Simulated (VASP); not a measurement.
## Mo: single point with r2SCAN

Mo:

```
CELL_PARAMETERS angstrom
-1.57416 1.57416 1.57416
1.57416 -1.57416 1.57416
1.57416 1.57416 -1.57416
ATOMIC_POSITIONS crystal
Mo 0.00000 0.00000 0.00000
```

```
Program             : VASP 6.6.1
Task                : single point
Functional          : r2SCAN
Potentials or basis : VASP PAW PBE potentials, release 64 (Mo_sv)
Cutoff              : 520 eV
k mesh              : 12 × 12 × 12
Occupations         : fermi-dirac, width 0.02 eV
Spin                : no spin polarisation
```

- Pressure: 1.6 GPa
- Band gap on the k mesh: zero (band 7 reaches 16.73 eV, above the bottom of band 8 at 11.15 eV)

Levels at points of the mesh, in eV from the Fermi level:
```tsv
k point	band 5	band 6	band 7	band 8	band 9	band 10
(0.00, 0.00, 0.00)	-7.66	-1.41	-1.41	-1.41	1.93	1.93
(0.50, 0.00, 0.00)	-5.59	-3.58	1.60	1.91	2.61	4.96
(0.50, 0.50, 0.50)	-5.65	-5.65	4.17	4.17	4.17	9.50
```

It took 65 s on 1 thread of Intel Xeon 8259CL (shared host), peak memory 0.14 GiB.

Caveat: the PAW data sets were made with another functional, which shifts forces and pressure a little.
